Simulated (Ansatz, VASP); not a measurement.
**GaSb: VASP beside Ansatz**

```
Sb Ga
1.0
     0.00000    3.05900    3.05900
     3.05900    0.00000    3.05900
     3.05900    3.05900    0.00000
Sb Ga
1 1
Direct
  0.75000 0.75000 0.75000
  0.00000 0.00000 0.00000
```

Alike in both runs: task single point; functional PBE; k mesh 11 × 11 × 11; occupations fermi-dirac, width 0.02 eV; no spin polarisation.

|  | VASP | Ansatz |
| --- | --- | --- |
| version | VASP 6.6.1 | Ansatz 0.2.0 |
| potentials or method | VASP PAW PBE potentials, release 64 (Sb, Ga_d), cutoff 520 eV | scalar-relativistic, plane waves, PAW |
| valence electrons in the cell | 18 | 28 |

|  | VASP | Ansatz | Ansatz less VASP |
| --- | --- | --- | --- |
| pressure (GPa) | 2.4 | 2.3 | -0.08 |

The functional is the same, so the differences come from potentials, cutoffs and numerics. VASP's potentials hold 18 valence electrons a cell and Ansatz's 28, so a difference there can come from the potentials and not from the codes. Ansatz's warnings: stress scf threshold loose.

Spin-orbit coupling is off throughout.
